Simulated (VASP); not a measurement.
Here is a VASP 6.6.1 calculation.

The input POSCAR:

```
Ge
1.0
    1.3846178407     -2.5771917301      0.0000000000
    1.3846178407      2.5771917301      0.0000000000
    0.0000000000      0.0000000000      2.6740303152
Ge
1
Direct
    0.5000000000      0.5000000000      0.0000000000
```

INCAR.step1

```
SYSTEM = Ge
ALGO = Normal
EDIFF = 1E-4
ENCUT = 520
GGA = PE
ISMEAR = 1
LASPH = .TRUE.
LCHARG = .FALSE.
LREAL = .FALSE.
LWAVE = .TRUE.
NBANDS = 13
NELM = 80
PREC = Accurate
SIGMA = 0.3
```

INCAR.step2

```
SYSTEM = Ge
ALGO = Normal
EDIFF = 1E-7
ENCUT = 520
ISIF = 2
ISMEAR = 1
ISTART = 1
IVDW = 12
LASPH = .TRUE.
LCHARG = .FALSE.
LMIXTAU = .TRUE.
LREAL = .FALSE.
LWAVE = .FALSE.
METAGGA = R2SCAN
NBANDS = 13
NELM = 80
PREC = Accurate
SIGMA = 0.3
VDW_A1 = 0.49484001
VDW_A2 = 5.73083694
VDW_S6 = 1.0
VDW_S8 = 0.78981345
```

Contents of KPOINTS:

```
k-points
0
G
  9 9 9
  0 0 0
```

Potentials or basis: VASP PAW PBE potentials, release 64 (Ge_d).

Launch:

```bash
$ cat potpaw_PBE.64/Ge_d/POTCAR > POTCAR
$ cp INCAR.step1 INCAR
$ mpirun -np 1 vasp_std > vasp.out
$ cp INCAR.step2 INCAR
$ mpirun -np 1 vasp_std > vasp.out
```

Question: Estimate the band gap on the k mesh.

Answer: Zero (bands 7 and 8 overlap by 10.60 eV).

Question: Predict the pressure.

Answer: -2.7 GPa.

Question: What does it give for the dispersion energy per atom?

Answer: -0.164 eV.

Stress tensor (GPa, compression positive):
```
-0.51  0.00  0.00
 0.00 -2.22  0.00
 0.00  0.00 -5.52
```

Caveat: so wide a smearing shifts energies and pressures; the PAW data sets were made with another functional, which shifts forces and pressure a little.
